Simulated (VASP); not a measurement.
Set up this calculation in VASP 6.6.1, as the native input.

* Task: single point
* Functional: PBE
* Potentials or basis: VASP PAW PBE potentials, release 64 (Ce)
* Cutoff: 520 eV
* k mesh: 14 × 14 × 14
* Occupations: gaussian, width 0.05 eV
* Spin: collinear spin, ferromagnetic start
* Starting moments: [1.0] μB
* Dipole correction: no
* Further INCAR settings: ALGO = Fast; EDIFF = 1e-06; NBANDS = 16

The structure of Ce lies in POSCAR:

```
Ce
1.0
   -2.0477468801      2.0477468801      2.0477468801
    2.0477468801     -2.0477468801      2.0477468801
    2.0477468801      2.0477468801     -2.0477468801
Ce
1
Direct
    0.0000000000      0.0000000000      0.0000000000
```

The input as run:

INCAR

```
SYSTEM = Ce
ALGO = Fast ; EDIFF = 1E-6
ENCUT = 520 ; GGA = PE
ISIF = 2 ; ISMEAR = 0
ISPIN = 2 ; LASPH = .True.
LCHARG = .True. ; LELF = .True.
LMAXMIX = 6 ; LORBIT = 11
LREAL = .False. ; LVHAR = .True.
LWAVE = .False. ; MAGMOM = 1
NBANDS = 16 ; NELM = 150
PREC = Accurate ; SIGMA = 0.05
```

KPOINTS

```
k-points
0
Gamma
  14 14 14
  0 0 0
```

Potentials or basis: VASP PAW PBE potentials, release 64 (Ce).

Launch:

```bash
$ cat potpaw_PBE.64/Ce/POTCAR > POTCAR
$ mpirun -np 1 vasp_std > vasp.out
```

It gave:

The pressure is -5.1 GPa, the band gap on the k mesh is zero (filled and empty bands overlap) and the net moment is 0.00 μB per cell. The valence electrons inside the program's atomic spheres are Ce 9.65.

Caveat: the magnetic or orbital state may not be the lowest; spin-orbit coupling is left out, which moves the levels of the heavy elements.

It took 4.6 min on 1 thread of Oxide Virtual Turin-like Processor, with other jobs on the host, peak memory 0.22 GiB.
